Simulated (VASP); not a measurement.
Write the native input for VASP 6.6.1 that does the following.

| Property | Result |
| --- | --- |
| Task | single point |
| Functional | PBE |
| Potentials or basis | VASP PAW PBE potentials, release 64 (Al) |
| Cutoff | 520 eV |
| k mesh | 18 × 18 × 18 |
| Occupations | fermi-dirac, width 0.1 eV |
| Spin | no spin polarisation |
| Dipole correction | no |
| Further INCAR settings | ALGO = Normal; EDIFF = 1e-06; NBANDS = 8 |

The structure of Al lies in POSCAR:

```
Al
1.0
   -1.4226912381      1.4226912381      1.4226912381
    1.4226912381     -1.4226912381      1.4226912381
    1.4226912381      1.4226912381     -1.4226912381
Al
1
Direct
    0.0000000000      0.0000000000      0.0000000000
```

This cell differs from its parent crystal: volume scaled by 0.68.

One way to write it, as run:

INCAR

```
SYSTEM = Al
PREC = Accurate ; ENCUT = 520
EDIFF = 1E-6 ; ISMEAR = -1
SIGMA = 0.1 ; LREAL = .False.
LASPH = .True. ; NELM = 100
ALGO = Normal ; ISIF = 2
LWAVE = .False. ; LCHARG = .False.
GGA = PE ; NBANDS = 8
```

KPOINTS

```
Automatic mesh
0
Gamma
  18 18 18
  0 0 0
```

Potentials or basis: VASP PAW PBE potentials, release 64 (Al).

The run is started by

```console
$ cat potpaw_PBE.64/Al/POTCAR > POTCAR
$ mpirun -np 1 vasp_std > vasp.out
```

Results of the run:

* Pressure: 60.3 GPa

Run time: 7.5 s on 1 thread of Intel(R) Xeon(R) Platinum 8488C (Sapphire Rapids), on a shared host, peak memory 0.12 GiB.
